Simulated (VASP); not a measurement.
Input of a VASP 6.6.1 run:

The input INCAR:

```
SYSTEM = Sm3BRh
ALGO = Normal
EDIFF = 1E-7
EDIFFG = -0.01
ENCUT = 500
GGA = PE
GGA_COMPAT = .FALSE.
IBRION = 2
ISIF = 3
ISMEAR = 0
LASPH = .TRUE.
LCHARG = .FALSE.
LMAXMIX = 6
LREAL = .FALSE.
LWAVE = .FALSE.
NELM = 200
NELMIN = 4
NSW = 100
PREC = Accurate
SIGMA = 0.1
```

File KPOINTS:

```
k-points
0
G
  8 8 8
  0 0 0
```

File POSCAR:

```
Sm3BRh
1.0
    5.0078655537      0.0000000000      0.0000000000
    0.0000000000      5.0078655537      0.0000000000
    0.0000000000      0.0000000000      5.0078655537
Sm B Rh
3 1 1
Direct
    0.5000000000      0.5000000000      0.0000000000
    0.0000000000      0.5000000000      0.5000000000
    0.5000000000      0.0000000000      0.5000000000
    0.5000000000      0.5000000000      0.5000000000
    0.0000000000      0.0000000000      0.0000000000
```

Potentials or basis: VASP PAW PBE potentials, release 64 (Sm_3, B, Rh_pv), 4f in core.

Command:

```console
$ cat potpaw_PBE.64/Sm_3/POTCAR potpaw_PBE.64/B/POTCAR potpaw_PBE.64/Rh_pv/POTCAR > POTCAR
$ mpirun -np 1 vasp_std > vasp.out
```

Task: Estimate the space group after relaxing (to 0.1 Å).

Result: Pm-3m (No. 221).

Task: Estimate the relaxed cell.

Result: a = 5.021 Å, b = 5.021 Å, c = 5.021 Å, α = 90.00°, β = 90.00°, γ = 90.00°.

Final structure:
```cif
data_structure
_symmetry_space_group_name_H-M 'P 1'
_symmetry_Int_Tables_number 1
_cell_length_a 5.0210
_cell_length_b 5.0210
_cell_length_c 5.0210
_cell_angle_alpha 90.000
_cell_angle_beta 90.000
_cell_angle_gamma 90.000
_cell_volume 126.58
loop_
_atom_site_label
_atom_site_type_symbol
_atom_site_fract_x
_atom_site_fract_y
_atom_site_fract_z
_atom_site_occupancy
Sm1 Sm 0.50000 0.50000 0.00000 1
Sm2 Sm 0.00000 0.50000 0.50000 1
Sm3 Sm 0.50000 0.00000 0.50000 1
B1 B 0.50000 0.50000 0.50000 1
Rh1 Rh 0.00000 0.00000 0.00000 1
```

Caveat: spin-orbit coupling is left out, which moves the levels of the heavy elements; the 4f electrons are frozen in the core, so they carry no moment and show no levels. Spin polarisation is off, so any magnetic state and its effect on volume and gap are missing.
